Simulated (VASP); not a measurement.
# NaCl: single point with PBE

The system is NaCl.

```
CELL_PARAMETERS angstrom
3.98965 0.00000 0.00000
-1.99483 3.45514 0.00000
0.00000 0.00000 20.28933
ATOMIC_POSITIONS crystal
Na 0.00000 0.00000 0.00000
Na 0.33333 0.66667 0.16843
Na 0.66667 0.33333 0.33157
Na 0.00000 0.00000 0.50000
Na 0.66667 0.33333 0.66843
Na 0.33333 0.66667 0.83157
Cl 0.66667 0.33333 0.08674
Cl 0.00000 0.00000 0.25000
Cl 0.33333 0.66667 0.41326
Cl 0.33333 0.66667 0.58674
Cl 0.00000 0.00000 0.75000
Cl 0.66667 0.33333 0.91326
```

```json
{
 "Program": "VASP 6.6.1",
 "Task": "single point",
 "Functional": "PBE",
 "Potentials or basis": "VASP PAW PBE potentials, release 64 (Na_pv, Cl)",
 "Cutoff": "520 eV",
 "k mesh": "9 × 9 × 2",
 "Occupations": "gaussian, width 0.02 eV",
 "Spin": "no spin polarisation",
 "Dipole correction": "no",
 "Further INCAR settings": "ALGO = Normal; EDIFF = 1e-06; NBANDS = 54"
}
```

```
Pressure               : 0.0 GPa
Band gap on the k mesh : 4.81 eV, indirect (least direct gap 4.81 eV)
```

Levels at points of the mesh, in eV from the valence-band top:
| k point | band 40 | band 41 | band 42 | band 43 | band 44 | band 45 |
| --- | --- | --- | --- | --- | --- | --- |
| (0.00, 0.00, 0.00) | -0.01 | -0.01 | -0.01 | 4.81 | 5.39 | 5.74 |
| (0.00, 0.00, 0.50) | -0.03 | -0.03 | -0.03 | 5.01 | 5.01 | 6.23 |

Wall time 4 min on 1 thread of Intel(R) Xeon(R) 6975P-C (Granite Rapids) (shared host), peak memory 0.52 GiB.

A k mesh can miss the band edges. Expect the measured gap to be larger: semilocal functionals such as PBE lack the derivative discontinuity.
